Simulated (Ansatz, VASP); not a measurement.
# Two plane-wave programs on TiTe3Se

```
CELL_PARAMETERS angstrom
4.82121 0.00000 0.00000
0.00000 4.82121 0.00000
0.00000 0.00000 9.45470
ATOMIC_POSITIONS crystal
Ti 0.50000 0.50000 0.41963
Te 0.50000 0.00000 0.55624
Te 0.00000 0.50000 0.55624
Te 0.50000 0.50000 0.91893
Se 0.50000 0.50000 0.17759
```

Alike in both runs: functional PBE; k mesh 8 × 8 × 6; occupations gaussian, width 0.1 eV; no spin polarisation.

Ansatz relaxed the structure, and its values are those at the end. VASP's run is a single point on that final structure, the one shown.

|  | VASP | Ansatz |
| --- | --- | --- |
| version | VASP 6.6.1 | Ansatz 0.2.0 |
| potentials or method | VASP PAW PBE potentials, release 64 (Ti_sv, Te, Se), cutoff 520 eV | scalar-relativistic, plane waves, PAW |
| valence electrons in the cell | 36 | 76 |

Ansatz gave:

| Quantity | Value |
| --- | --- |
| gap on the k mesh at the Fermi level (eV) | none |
| pressure (GPa) | 0.0 |
| rms of the force components (eV/Å) | 0.001 |

Q: What did VASP give for the same quantities?

A: gap on the k mesh at the Fermi level (eV): none; pressure (GPa): 0.0; rms of the force components (eV/Å): 0.008.

A gap of «none» marks a metal or a gap that the smearing closes. VASP's potentials hold 36 valence electrons a cell and Ansatz's 76, so a difference there can come from the potentials and not from the codes. Ansatz's warnings: xc potential rough in thin density.

Spin-orbit coupling is off throughout.
